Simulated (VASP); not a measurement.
K2Li3, 5 atoms in the cell. It takes space group Pm-3m (No. 221, cubic). Conventional cell: a = 6.261 Å, b = 6.261 Å, c = 6.261 Å, α = 90.00°, β = 90.00°, γ = 90.00°. K (site symmetry m-3m) has 6 Li at 3.13 Å within 4.1 Å. K (site symmetry m-3m) has 12 Li at 4.43 Å and 8 K at 5.42 Å within 5.8 Å. Li (site symmetry 4/mmm) has 2 K at 3.13 Å within 4.1 Å. 

| Item | Value |
| --- | --- |
| Program | VASP 6.6.1 |
| Task | relaxation of cell and atoms |
| Functional | PBE |
| Potentials or basis | VASP PAW PBE potentials, release 64 (K_sv, Li_sv) |
| Cutoff | 600 eV |
| k mesh | 6 × 6 × 6 |
| Occupations | gaussian, width 0.1 eV |
| Spin | no spin polarisation |
| Dipole correction | no |
| Further INCAR settings | ALGO = Normal; EDIFF = 1e-06; IBRION = 2; EDIFFG = -0.01; NSW = 100; ISIF = 3 |

Potentials or basis: VASP PAW PBE potentials, release 64 (K_sv, Li_sv).

The run is started by

```bash
$ cat potpaw_PBE.64/K_sv/POTCAR potpaw_PBE.64/Li_sv/POTCAR > POTCAR
$ mpirun -np 1 vasp_std > vasp.out
```

Hardware: 1 thread of Intel(R) Xeon(R) Platinum 8259CL CPU @ 2.50GHz (Skylake/Cascade Lake), with other jobs on the host.

Task: Estimate the wall time of this run.

Result: It took 74 s on 1 thread of Intel(R) Xeon(R) Platinum 8259CL CPU @ 2.50GHz (Skylake/Cascade Lake), with other jobs on the host, peak memory 0.37 GiB. Counts: scf iterations 12, k points 20, ion steps 1.
